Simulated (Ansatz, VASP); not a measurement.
**One calculation of MgO, two programs**

```xyz
8
Lattice="3.3035 0.0000 0.0000 -1.6517 2.8609 0.0000 0.0000 0.0000 10.0388" Properties=species:S:1:pos:R:3 pbc="T T T"
Mg   -0.2720    1.9073   -0.0389
Mg    0.2720    1.9073    5.0951
Mg    1.4963    0.9536    2.5060
Mg    1.8072    0.9536    7.5695
O    -0.1641    1.9073    1.9604
O     0.1641    1.9073    7.0839
O     1.9065    0.9536    4.5461
O     1.3970    0.9536    9.5176
```

Change from the starting cell: mode 4 frozen in at -0.272 Å and mode 10 at -0.057 Å (largest displacements).

Alike in both runs: task single point; functional PBEsol; k mesh 9 × 9 × 4; occupations gaussian, width 0.05 eV; no spin polarisation.

|  | VASP | Ansatz |
| --- | --- | --- |
| version | VASP 6.6.1 | Ansatz 0.2.0 |
| potentials or method | VASP PAW PBE potentials, release 64 (Mg, O), cutoff 600 eV | scalar-relativistic, plane waves, PAW |
| valence electrons in the cell | 32 | 64 |

```tsv
	VASP	Ansatz	Ansatz less VASP
gap on the k mesh at the Fermi level (eV)	3.14	3.15	+0.006
least direct gap on the mesh (eV)	3.14	3.15	+0.006
pressure (GPa)	-0.7	-0.3	+0.46
traceless stress, the component that is largest in VASP (GPa)	-1.27	-1.24	+0.025
rms of the force components (eV/Å)	0.230	0.227	-0.0031
```

VASP's potentials were made for PBE, not for PBEsol, and Ansatz warns of the same on its side. Atom by atom the forces differ by 0.004 eV/Å (rms over components). The functional is the same, so the differences come from potentials, cutoffs and numerics. VASP's potentials hold 32 valence electrons a cell and Ansatz's 64, so a difference there can come from the potentials and not from the codes.
